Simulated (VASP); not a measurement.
Sn, 2 atoms in the cell. The structure is cubic, space group Fd-3m (No. 227). Conventional cell: a = 6.467 Å, b = 6.467 Å, c = 6.467 Å, α = 90.00°, β = 90.00°, γ = 90.00°. Sn (site symmetry -43m) has 4 Sn at 2.80 Å within 3.7 Å. This isn't the form of Sn at room conditions, which is tetragonal (white tin).

| Quantity | Value |
| --- | --- |
| Program | VASP 6.6.1 |
| Task | single point |
| Functional | PBEsol |
| Potentials or basis | VASP PAW PBE potentials, release 64 (Sn_d) |
| Cutoff | 500 eV |
| k mesh | 7 × 7 × 7 |
| Occupations | fermi-dirac, width 0.1 eV |
| Spin | no spin polarisation |
| Dipole correction | no |
| Further INCAR settings | ALGO = Normal; EDIFF = 1e-06; NBANDS = 21 |

Potentials or basis: VASP PAW PBE potentials, release 64 (Sn_d).

Launch:

```bash
$ cat potpaw_PBE.64/Sn_d/POTCAR > POTCAR
$ mpirun -np 1 vasp_std > vasp.out
```

Hardware: 1 thread of Intel(R) Xeon(R) Platinum 8375C CPU @ 2.90GHz (Ice Lake), on a shared host.

Question: How long does it take, and how much memory?

Answer: Run time: 30 s on 1 thread of Intel(R) Xeon(R) Platinum 8375C CPU @ 2.90GHz (Ice Lake), with other jobs on the host, peak memory 0.2 GiB. Counts: scf iterations 12, k points 20.
